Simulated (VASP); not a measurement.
Set up this calculation in VASP 6.6.1, as the native input.

- Task: single point
- Functional: PBE
- Potentials or basis: VASP PAW PBE potentials, release 64 (Si, O)
- Cutoff: 520 eV
- k mesh: 1 × 1 × 1
- Occupations: fermi-dirac, width 0.01 eV
- Spin: no spin polarisation
- Dipole correction: no
- Further INCAR settings: ALGO = Normal; EDIFF = 1e-06; NBANDS = 85

The structure of Si8O17 (a cell with a defect) lies in POSCAR:

```
Si8O17
1.0
    0.0000000000      5.0813926900      7.0944098900
    5.0813926900      0.0000000000      7.0944098900
    5.0813926900      5.0813926900      0.0000000000
Si O
8 17
Direct
    0.2208821528      0.2689295861      0.4622167193
    0.7715614233      0.7574806038      0.9423296273
    0.0906016802      0.6815088235      0.1139507489
    0.5348536367      0.2013165978      0.6459710785
    0.4463474813      0.8255314415      0.3738985923
    0.9117568559      0.3419672670      0.8700799889
    0.0453231465     -0.0120618282      0.2653933259
    0.5014578143      0.5079976082      0.8049582022
    0.0268338224      0.2806615576      0.6415669749
    0.6321215989      0.7477073252      0.1735043198
    0.4750784716      0.3470654337      0.7853976998
    0.9877153865      0.8491023237      0.2531202568
    0.3328643604      0.2931049251      0.5708466155
    0.9429600573      0.7684504943      0.9609496837
    0.2628286323      0.8394816556      0.3427930278
    0.6923253616      0.3780860613      0.9210781247
    0.0467973699      0.1493653012      0.0456939348
    0.5319918951      0.6507271475      0.5810284837
    0.3721712847      0.0488596667      0.3868165527
    0.8806864054      0.5503693336      0.8617722632
    0.2987031207      0.6600551789      0.9602873785
    0.6790192908      0.2304804450      0.4134483297
    0.1399530762      0.4595210312      0.2625031675
    0.6351760859      0.9626631691      0.7748160905
   -0.1141219074      0.1144835588      0.4618452902
```

These files were run (other wordings do the same):

INCAR

```
SYSTEM = Si8O17
PREC     = Accurate       ! precision mode
ENCUT    = 520            ! plane-wave cutoff, eV
EDIFF    = 1E-6           ! SCF threshold, eV
ISMEAR   = -1             ! smearing method
SIGMA    = 0.01           ! smearing width, eV
LREAL    = .FALSE.        ! projectors in reciprocal space
LASPH    = .TRUE.         ! aspherical terms in the spheres
NELM     = 120            ! most SCF steps
ALGO     = Normal         ! electronic algorithm
ISIF     = 2              ! what is computed and relaxed
LWAVE    = .FALSE.        ! write WAVECAR
LCHARG   = .FALSE.        ! write CHGCAR
GGA      = PE             ! functional
NBANDS   = 85             ! bands
GGA_COMPAT= .FALSE.
```

KPOINTS

```
regular mesh
0
G
  1 1 1
  0 0 0
```

Potentials or basis: VASP PAW PBE potentials, release 64 (Si, O).

Run with:

```sh
$ cat potpaw_PBE.64/Si/POTCAR potpaw_PBE.64/O/POTCAR > POTCAR
$ mpirun -np 1 vasp_gam > vasp.out
```

It gave:

```
Pressure      : 1.1 GPa
Largest force : 0.191 eV/Å
```

Caveat: the k points lie up to 0.98 Å⁻¹ apart.

Wall time 52 s on 1 thread of Intel(R) Xeon(R) Platinum 8488C (Sapphire Rapids), on a shared host, peak memory 0.54 GiB.
